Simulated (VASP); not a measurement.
Here is a VASP 6.6.1 calculation.

Contents of INCAR:

```
SYSTEM = TlBr
  PREC = Accurate
  ENCUT = 500
  EDIFF = 1E-8
  ISMEAR = 0
  SIGMA = 0.01
  LREAL = .FALSE.
  LASPH = .TRUE.
  NELM = 120
  ALGO = Normal
  ISIF = 2
  LWAVE = .FALSE.
  LCHARG = .FALSE.
  GGA = PS
  NBANDS = 17
  IBRION = 8
  NSW = 1
  LEPSILON = .TRUE.
  GGA_COMPAT = .FALSE.
```

File KPOINTS:

```
regular mesh
0
G
  6 6 6
  0 0 0
```

POSCAR

```
TlBr
1.0
    3.9145313394      0.0000000000      0.0000000000
    0.0000000000      3.9145313394      0.0000000000
    0.0000000000      0.0000000000      3.9145313394
Tl Br
1 1
Direct
    0.0000000000      0.0000000000      0.0000000000
    0.5000000000      0.5000000000      0.5000000000
```

Potentials or basis: VASP PAW PBE potentials, release 64 (Tl_d, Br).

The run is started by

```console
$ cat potpaw_PBE.64/Tl_d/POTCAR potpaw_PBE.64/Br/POTCAR > POTCAR
$ mpirun -np 1 vasp_std > vasp.out
```

Q: Estimate the electronic dielectric tensor (diagonal).

A: 6.93.

Q: Predict the Born charges (mean of the diagonal).

A: Tl +2.17; Br -2.17 e.

Q: What does it give for the highest phonon frequency at Γ, LO-TO splitting left out?

A: 38 cm⁻¹.

Phonon frequencies in cm⁻¹ (negative: imaginary):
```tsv
q point	frequencies
(0.000, 0.000, 0.000)	0 0 0 38 38 38
```
